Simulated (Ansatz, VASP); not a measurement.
# TiAl3 in VASP and in Ansatz

File INCAR:

```
PREC = Accurate
ENCUT = 520
EDIFF = 1E-6
ISMEAR = 0
SIGMA = 0.1
LREAL = False
LASPH = True
NELM = 100
ALGO = Normal
ISIF = 2
LWAVE = False
LCHARG = True
GGA = PE
LELF = True
LVHAR = True
NBANDS = 18
```

KPOINTS

```
Automatic mesh
0
Gamma
  16 16 16
```

POSCAR

```
TiAl3
1.0
   -1.9111067713      1.9111067713      4.2806687947
    1.9111067713     -1.9111067713      4.2806687947
    1.9111067713      1.9111067713     -4.2806687947
Ti Al
1 3
Direct
    0.0000000000      0.0000000000      0.0000000000
    0.5000000000      0.5000000000      0.0000000000
    0.7500000000      0.2500000000      0.5000000000
    0.2500000000      0.7500000000      0.5000000000
```

Input for Ansatz:

```yaml
crystal:
  lattice:
    - [-1.9111067713, 1.9111067713, 4.2806687947]
    - [1.9111067713, -1.9111067713, 4.2806687947]
    - [1.9111067713, 1.9111067713, -4.2806687947]
  atoms:
    - { symbol: Ti, position: [0.0, 0.0, 0.0] }
    - { symbol: Al, position: [0.5, 0.5, 0.0] }
    - { symbol: Al, position: [0.75, 0.25, 0.5] }
    - { symbol: Al, position: [0.25, 0.75, 0.5] }
basis:
  ecutwfc: 420
kpoints:
  mp_grid: { grid: [16, 16, 16] }
hamiltonian:
  xc: pbe
scf:
  occupations: { method: gaussian, width: 0.1 }
output:
  forces: true
  stress: true
  eigenvalues: true
  populations: true
```

Alike in both runs: task single point; functional PBE; k mesh 16 × 16 × 16; occupations gaussian, width 0.1 eV; no spin polarisation.

```csv
,VASP,Ansatz
version,VASP 6.6.1,Ansatz 0.2.0
potentials or method,"VASP PAW PBE potentials, release 64 (Ti_sv, Al), cutoff 520 eV","scalar-relativistic, plane waves, PAW"
valence electrons in the cell,21,21
```

|  | VASP | Ansatz | Ansatz less VASP |
| --- | --- | --- | --- |
| gap on the k mesh at the Fermi level (eV) | none | none | - |
| pressure (GPa) | 2.0 | 2.1 | +0.09 |
| traceless stress, the component that is largest in VASP (GPa) | 0.05 | 0.06 | +0.005 |

A gap of «none» marks a metal or a gap that the smearing closes. The functional is the same, so the differences come from potentials, cutoffs and numerics.
